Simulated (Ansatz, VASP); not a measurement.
CaS: VASP beside Ansatz

```
CELL_PARAMETERS angstrom
0.00000 2.81917 2.81917
2.81917 0.00000 2.81917
2.81917 2.81917 0.00000
ATOMIC_POSITIONS crystal
Ca 0.00000 0.00000 0.00000
S 0.50000 0.50000 0.50000
```

Alike in both runs: task single point; functional r2SCAN; k mesh 6 × 6 × 6; no spin polarisation.

|  | VASP | Ansatz |
| --- | --- | --- |
| version | VASP 6.6.1 | Ansatz 0.2.0 |
| potentials or method | VASP PAW PBE potentials, release 64 (Ca_sv, S) | plane waves, PAW |
| plane-wave cutoff (eV) | 550 | 500 |
| occupations | gaussian, width 0.01 eV | fixed |
| valence electrons in the cell | 16 | 16 |

VASP gave:

| Quantity | Value |
| --- | --- |
| gap on the k mesh at the Fermi level (eV) | 2.73 |
| pressure (GPa) | 2.3 |

Question: Which values does Ansatz return?

Answer: gap on the k mesh at the Fermi level (eV): 2.73; pressure (GPa): 2.0.

VASP's potentials were made for PBE, not for r2SCAN.
